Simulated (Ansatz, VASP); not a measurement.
## Sb2S: VASP beside Ansatz

```
Sb S
1.0
     3.52590    0.00000    0.00000
     0.00000    3.52590    0.00000
     0.00000    0.00000    7.70868
Sb S
2 1
Direct
  0.50000 0.50000 0.30018
  0.50000 0.50000 0.69982
  0.50000 0.50000 0.00000
```

Alike in both runs: task single point; functional PBE; k mesh 6 × 6 × 2; occupations gaussian, width 0.1 eV; no spin polarisation.

|  | VASP | Ansatz |
| --- | --- | --- |
| version | VASP 6.6.1 | Ansatz 0.2.0 |
| potentials or method | VASP PAW PBE potentials, release 64 (Sb, S), cutoff 520 eV | scalar-relativistic, plane waves, PAW |
| valence electrons in the cell | 16 | 36 |

|  | VASP | Ansatz | Ansatz less VASP |
| --- | --- | --- | --- |
| gap on the k mesh at the Fermi level (eV) | none | none | - |
| pressure (GPa) | 2.6 | 2.5 | -0.10 |
| traceless stress, the component that is largest in VASP (GPa) | 13.03 | 12.71 | -0.321 |
| rms of the force components (eV/Å) | 0.524 | 0.493 | -0.0308 |

Atom by atom the forces differ by 0.031 eV/Å (rms over components). A gap of «none» marks a metal or a gap that the smearing closes. VASP's potentials hold 16 valence electrons a cell and Ansatz's 36, so a difference there can come from the potentials and not from the codes.

The k mesh is coarse, so the values compare programs but aren't converged. Spin-orbit coupling is off throughout.
